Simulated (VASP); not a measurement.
NiO: single point with LDA+U

Crystal: NiO.

```
Ni O
1.0
     0.00000    2.09131    2.09131
     2.09131    0.00000    2.09131
     2.09131    2.09131    0.00000
Ni O
1 1
Direct
  0.00000 0.00000 0.00000
  0.50000 0.50000 0.50000
```

```yaml
Program: VASP 6.6.1
Task: single point
Functional: LDA
Potentials_or_basis: VASP PAW LDA potentials, release 64 (Ni, O)
Cutoff: 520 eV
k_mesh: 8 × 8 × 8
Occupations: gaussian, width 0.05 eV
Spin: collinear spin, ferromagnetic start
Starting_moments: "[2.0, 0.0] μB"
Hubbard_terms: Ni d U = 6.0 eV, J = 0.9 eV
Dipole_correction: no
LDAUTYPE: 1
Hund's_J: 0.9
Further_INCAR_settings: ALGO = Normal; EDIFF = 1e-06; NBANDS = 19
```

```yaml
Pressure: -15.6 GPa
Band_gap_on_the_k_mesh: 1.71 eV, indirect (least direct gap 2.63 eV)
Net_moment: 2.00 μB per cell
Site_moments: Ni +1.77; O +0.21 μB
Valence_electrons_inside_the_program's_atomic_spheres: Ni 9.02; O 4.98
```

Levels at points of the mesh, in eV from the valence-band top:
Spin up:
```csv
k point,band 5,band 6,band 7,band 8,band 9,band 10,band 11,band 12,band 13,band 14
"(0.00, 0.00, 0.00)",-4.29,-4.29,-1.62,-1.62,-1.62,2.58,18.20,18.20,18.20,18.65
"(0.50, 0.00, 0.00)",-3.77,-3.77,-2.61,0.00,0.00,6.48,10.85,14.65,14.65,20.97
"(0.50, 0.50, 0.00)",-4.70,-3.40,-3.40,-2.99,-2.99,6.79,11.58,11.73,17.35,17.35
```
Spin down:
```
           k point  band 4  band 5  band 6  band 7  band 8  band 9  band 10  band 11
(0.00, 0.00, 0.00)   -3.68   -1.21   -1.21   -1.21    1.71    1.71     2.94    18.16
(0.50, 0.00, 0.00)   -3.93   -2.04   -2.04   -1.96    4.21    4.21     6.71    11.31
(0.50, 0.50, 0.00)   -2.72   -2.72   -2.61   -2.61    2.15    2.66     7.32    11.81
```

Eigenvalues of the final occupation matrices:
| site | spin | trace | eigenvalues |
| --- | --- | --- | --- |
| site 1 d | 1 | 5.01 | 0.98 0.98 0.98 1.04 1.04 |
| site 1 d | 2 | 3.26 | 0.16 0.16 0.98 0.98 0.98 |

Wall time 12 s on 1 thread of Intel Xeon 6975P-C, with other jobs on the host, peak memory 0.14 GiB.

Caveat: a cell with one magnetic atom can't hold antiferromagnetic order, which such compounds often take. A k mesh can miss the band edges.
